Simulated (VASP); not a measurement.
# SiO2 (P4_2/mnm) in VASP: a series of runs, part 3 of 3

VASP 6.6.1. Earlier steps stand in the parts before.

## (5) Single point, PBE (6.76 Å³/atom)

This run uses another cell than the first one, of 6.76 Å³/atom.

INCAR reads:

```
PREC     = Accurate       # precision mode
ENCUT    = 520            # plane-wave cutoff, eV
EDIFF    = 1E-6           # SCF threshold, eV
ISMEAR   = 0              # smearing method
SIGMA    = 0.05           # smearing width, eV
LREAL    = False          # projectors in reciprocal space
LASPH    = True           # aspherical terms in the spheres
NELM     = 100            # most SCF steps
ALGO     = Normal         # electronic algorithm
ISIF     = 2              # what is computed and relaxed
LWAVE    = False          # write WAVECAR
LCHARG   = False          # write CHGCAR
GGA      = PE             # functional
NBANDS   = 25             # bands
```

KPOINTS reads:

```
regular mesh
0
Gamma
  6 6 10
```

POSCAR reads:

```
SiO2
1.0
    4.0780237700      0.0000000000      0.0000000000
    0.0000000000      4.0780237700      0.0000000000
    0.0000000000      0.0000000000      2.4378426097
Si O
2 4
Direct
    0.5000000000      0.5000000000      0.5000000000
    0.0000000000      0.0000000000      0.0000000000
    0.6930127928      0.6930127928      0.0000000000
    0.1930127928      0.8069872072      0.5000000000
    0.3069872072      0.3069872072      0.0000000000
    0.8069872072      0.1930127928      0.5000000000
```

On the command line:

```sh
$ cat potpaw_PBE.64/Si/POTCAR potpaw_PBE.64/O/POTCAR > POTCAR
$ mpirun -np 1 vasp_std > vasp.out
```

Run time: 31 s. Hardware: 1 thread of Intel Xeon Platinum 8488C (Sapphire Rapids), shared host; peak memory 0.17 GiB.

Results (log left out):

| Quantity | Value |
| --- | --- |
| Free energy | -44.3223 eV |
| Pressure | 81.0 GPa |
| Largest force | 1.579 eV/Å |
| Band gap on the k mesh | 8.38 eV |

Forces on the atoms (eV/Å):
```
Si   0.000  0.000  0.000
Si   0.000  0.000  0.000
O    1.116  1.116  0.000
O    1.116 -1.116  0.000
O   -1.116 -1.116  0.000
O   -1.116  1.116  0.000
```

Stress tensor (GPa, compression positive):
```
 60.49   0.00   0.00
  0.00  60.49   0.00
  0.00   0.00 122.09
```

Levels at points of the mesh, in eV from the valence-band top:
| k point | band 12 | band 13 | band 14 | band 15 | band 16 | band 17 | band 18 | band 19 | band 20 | band 21 |
| --- | --- | --- | --- | --- | --- | --- | --- | --- | --- | --- |
| (0.00, 0.00, 0.00) | -3.05 | -2.22 | -0.99 | -0.99 | 0.00 | 8.38 | 8.51 | 10.86 | 10.86 | 11.61 |
| (0.50, 0.00, 0.00) | -4.19 | -2.57 | -2.57 | -1.28 | -1.28 | 10.40 | 10.40 | 10.94 | 10.94 | 11.77 |
| (0.50, 0.50, 0.00) | -3.17 | -2.96 | -2.96 | -2.71 | -2.71 | 9.78 | 9.78 | 12.04 | 12.04 | 14.00 |
| (0.00, 0.00, 0.50) | -5.13 | -3.45 | -3.45 | -3.18 | -3.18 | 10.95 | 10.95 | 13.81 | 13.81 | 14.18 |
| (0.50, 0.00, 0.50) | -4.54 | -2.71 | -2.71 | -2.06 | -2.06 | 10.07 | 10.07 | 10.91 | 10.91 | 12.99 |
| (0.50, 0.50, 0.50) | -5.01 | -2.18 | -2.18 | -1.82 | -1.82 | 8.86 | 8.86 | 11.88 | 11.88 | 12.12 |

Caveat: the cell stands under pressure; forces of over 1 eV/Å act on the atoms, so gaps and moduli don't describe the material at rest. A k mesh can miss the band edges.

## (6) Single point, PBE (6.76 Å³/atom)

This run uses another cell than the first one, of 6.76 Å³/atom.

INCAR reads:

```
  PREC = Accurate
  ENCUT = 520
  EDIFF = 1E-6
  ISMEAR = 0
  SIGMA = 0.05
  LREAL = F
  LASPH = T
  NELM = 60
  ALGO = Normal
  ISIF = 2
  LWAVE = F
  LCHARG = F
  GGA = PE
  NBANDS = 25
```

KPOINTS reads:

```
Automatic mesh
0
Gamma
  6 6 10
```

POSCAR, as its differences from that of step 5:

```diff
@@ -2,5 +2,5 @@
 1.0
-    4.0780237700      0.0000000000      0.0000000000
-    0.0000000000      4.0780237700      0.0000000000
-    0.0000000000      0.0000000000      2.4378426097
+    4.1606192447      0.0000000000      0.0000000000
+    0.0000000000      4.1606192447      0.0000000000
+    0.0000000000      0.0000000000      2.3420125729
 Si O
```

Potentials or basis: VASP PAW PBE potentials, release 64 (Si, O).

On the command line:

```sh
$ cat potpaw_PBE.64/Si/POTCAR potpaw_PBE.64/O/POTCAR > POTCAR
$ mpirun -np 1 vasp_std > vasp.out
```

OUTCAR:

```text
PREC = Accurate
   ENCUT = 520
   EDIFF = 1E-6
   ISMEAR = 0
   LREAL = F
   LASPH = T
   NELM = 60
   ISIF = 2
   GGA = PE

 ion  position               nearest neighbor table
   1  0.500  0.500  0.500-   3 1.63   5 1.63   3 1.63   5 1.63   4 1.81   6 1.81
   2  0.000  0.000  0.000-   4 1.63   6 1.63   4 1.63   6 1.63   5 1.81   3 1.81
   3  0.693  0.693  0.000-   1 1.63   1 1.63   2 1.81
   4  0.193  0.807  0.500-   2 1.63   2 1.63   1 1.81
   5  0.307  0.307  0.000-   1 1.63   1 1.63   2 1.81
   6  0.807  0.193  0.500-   2 1.63   2 1.63   1 1.81

  LATTYP: Found a simple tetragonal cell.
[... 880 lines left out ...]
  -------------------------------------------------------------------------------------
  Total       13.1362484     13.1362484     41.0786420      0.0000000      0.0000000      0.0000000
  in kB      519.1307639    519.1307639   1623.3848587      0.0000000      0.0000000      0.0000000
  external PRESSURE =     887.2154622 kB  Pullay stress =       0.0000000 kB

 VOLUME and BASIS-vectors are now :
 -----------------------------------------------------------------------------
  energy-cutoff  :      520.00
  volume of cell :       40.54
      direct lattice vectors                 reciprocal lattice vectors
     4.160619245  0.000000000  0.000000000     0.240348838  0.000000000  0.000000000
     0.000000000  4.160619245  0.000000000     0.000000000  0.240348838  0.000000000
     0.000000000  0.000000000  2.342012573     0.000000000  0.000000000  0.426983190

 POSITION                                       TOTAL-FORCE (eV/Angst)
 -----------------------------------------------------------------------------------
      2.08031      2.08031      1.17101        -0.000000      0.000000     -0.000000
      0.00000      0.00000      0.00000        -0.000000      0.000000     -0.000000
      2.88336      2.88336      0.00000         1.104941      1.104941     -0.000000
      0.80305      3.35757      1.17101         1.104941     -1.104941      0.000000
      1.27726      1.27726      0.00000        -1.104941     -1.104941      0.000000
      3.35757      0.80305      1.17101        -1.104941      1.104941     -0.000000
 -----------------------------------------------------------------------------------
    total drift:                                0.000000      0.000000     -0.000000

  FREE ENERGIE OF THE ION-ELECTRON SYSTEM (eV)
  ---------------------------------------------------
  free  energy   TOTEN  =       -43.4548245004 eV

  energy  without entropy=      -43.4548245004  energy(sigma->0) =      -43.45482450
```

OSZICAR:

```text
N       E                     dE             d eps       ncg     rms          rms(c)
DAV:   1     0.139045577868E+03    0.13905E+03   -0.18226E+04  3024   0.126E+03
DAV:   2    -0.425058761694E+02   -0.18155E+03   -0.17554E+03  3759   0.292E+02
DAV:   3    -0.486622785238E+02   -0.61564E+01   -0.61349E+01  4017   0.507E+01
DAV:   4    -0.486976721967E+02   -0.35394E-01   -0.35384E-01  3469   0.447E+00
DAV:   5    -0.486979208124E+02   -0.24862E-03   -0.24859E-03  3983   0.355E-01    0.222E+01
DAV:   6    -0.435084568090E+02    0.51895E+01   -0.12938E+01  3836   0.253E+01    0.109E+01
DAV:   7    -0.434479570894E+02    0.60500E-01   -0.11244E+00  3902   0.679E+00    0.356E+00
DAV:   8    -0.434503822837E+02   -0.24252E-02   -0.44466E-02  3628   0.178E+00    0.114E+00
DAV:   9    -0.434546797848E+02   -0.42975E-02   -0.12542E-02  3727   0.911E-01    0.267E-01
DAV:  10    -0.434548068502E+02   -0.12707E-03   -0.69649E-04  3768   0.204E-01    0.510E-02
DAV:  11    -0.434548211540E+02   -0.14304E-04   -0.65595E-05  3773   0.601E-02    0.304E-02
DAV:  12    -0.434548238498E+02   -0.26958E-05   -0.44906E-06  3724   0.169E-02    0.643E-03
DAV:  13    -0.434548245004E+02   -0.65061E-06   -0.89656E-07  2821   0.765E-03
   1 F= -.43454825E+02 E0= -.43454825E+02  d E =-.339659E-18
```

Run time: 24 s. Hardware: 1 thread of Intel Xeon Platinum 8488C (Sapphire Rapids), shared host; peak memory 0.17 GiB.

Results:

- Free energy: -43.4548 eV
- Pressure: 88.7 GPa
- Largest force: 1.563 eV/Å
- Band gap on the k mesh: 8.34 eV

Forces in eV/Å, atoms in the order of the input:
```
Si   0.000  0.000  0.000
Si   0.000  0.000  0.000
O    1.105  1.105  0.000
O    1.105 -1.105  0.000
O   -1.105 -1.105  0.000
O   -1.105  1.105  0.000
```

Stress tensor (GPa, compression positive):
```
 51.91   0.00   0.00
  0.00  51.91   0.00
  0.00   0.00 162.34
```

Caveat: the cell stands under pressure; forces of over 1 eV/Å act on the atoms, so gaps and moduli don't describe the material at rest. A k mesh can miss the band edges.

## (7) The runs side by side

| cell | gap on the mesh (eV) | pressure (GPa) | largest force (eV/Å) |
| --- | --- | --- | --- |
| a = 4.444, b = 4.444, c = 2.738 Å, 6 atoms | 3.31 | -25.1 | 0.99 |
| a = 3.917, b = 3.917, c = 2.642 Å, 6 atoms | 6.32 | 72.0 | 1.43 |
| a = 3.839, b = 3.839, c = 2.750 Å, 6 atoms | 5.64 | 70.7 | 1.27 |
| a = 4.078, b = 4.078, c = 2.438 Å, 6 atoms | 8.38 | 81.0 | 1.58 |
| a = 4.161, b = 4.161, c = 2.342 Å, 6 atoms | 8.34 | 88.7 | 1.56 |

Alike in all rows: task single point; level PBE; potentials or basis VASP PAW PBE potentials, release 64 (Si, O); no spin polarisation; k mesh 6 × 6 × 10; cutoff (eV) 520; smearing gaussian 0.05 eV.

Caveats: the cell stands under pressure (at least some runs); forces of over 1 eV/Å act on the atoms, so gaps and moduli don't describe the material at rest (at least some runs); the cell stands under tension (at least some runs).

Total energies depend on the potentials used, so only differences within one code and one set of settings carry meaning.
